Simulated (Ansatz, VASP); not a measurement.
One calculation of GeOs2, two programs

The input INCAR:

```
SYSTEM = GeOs2
PREC = Accurate ; ENCUT = 600
EDIFF = 1E-7 ; ISMEAR = 0
SIGMA = 0.1 ; LREAL = .False.
LASPH = .True. ; NELM = 100
ALGO = Normal ; ISIF = 3
LWAVE = .False. ; LCHARG = .False.
GGA = PE ; IBRION = 2
NSW = 90 ; EDIFFG = -0.04
```

Contents of KPOINTS:

```
regular mesh
0
Gamma
  6 6 6
  0 0 0
```

Contents of POSCAR:

```
GeOs2
1.0
    0.0000000000      2.7899264749      2.7899264749
    2.7899264749      0.0000000000      2.7899264749
    2.7899264749      2.7899264749      0.0000000000
Ge Os
1 2
Direct
    0.0000000000      0.0000000000      0.0000000000
    0.2500000000      0.2500000000      0.2500000000
    0.7500000000      0.7500000000      0.7500000000
```

Input for Ansatz:

```yaml
crystal:
  lattice:
    - [0.0, 2.7899264749, 2.7899264749]
    - [2.7899264749, 0.0, 2.7899264749]
    - [2.7899264749, 2.7899264749, 0.0]
  atoms:
    - { symbol: Ge, position: [0.0, 0.0, 0.0] }
    - { symbol: Os, position: [0.25, 0.25, 0.25] }
    - { symbol: Os, position: [0.75, 0.75, 0.75] }
basis:
  ecutwfc: 420
kpoints:
  mp_grid: { grid: [6, 6, 6] }
hamiltonian:
  xc: pbe
scf:
  occupations: { method: gaussian, width: 0.1 }
  lower_state_search: "off"
output:
  forces: true
  stress: true
  eigenvalues: true
relax:
  adjacent_minimum: "off"
  f_tol: 0.04
  max_steps: 70
  cell: { stress_tol: 0.4 }
```

Alike in both runs: task relaxation of cell and atoms; functional PBE; k mesh 6 × 6 × 6; occupations gaussian, width 0.1 eV; no spin polarisation.

```csv
,VASP,Ansatz
version,VASP 6.6.1,Ansatz 0.2.0
potentials or method,"VASP PAW PBE potentials, release 64 (Ge_d, Os), cutoff 600 eV","scalar-relativistic, plane waves, PAW"
valence electrons in the cell,30,46
```

|  | VASP | Ansatz | Ansatz less VASP |
| --- | --- | --- | --- |
| gap on the k mesh at the Fermi level, each at its own relaxed structure (eV) | none | none | - |
| relaxed volume (Å³/atom) | 16.22 | 16.19 | -0.035 |
| relaxed cell length with the largest relative difference (Å) | 4.098 | 4.095 | -0.0029 |

A gap of «none» marks a metal or a gap that the smearing closes. VASP's potentials hold 30 valence electrons a cell and Ansatz's 46, so a difference there can come from the potentials and not from the codes.

Neither program's run includes spin-orbit coupling.
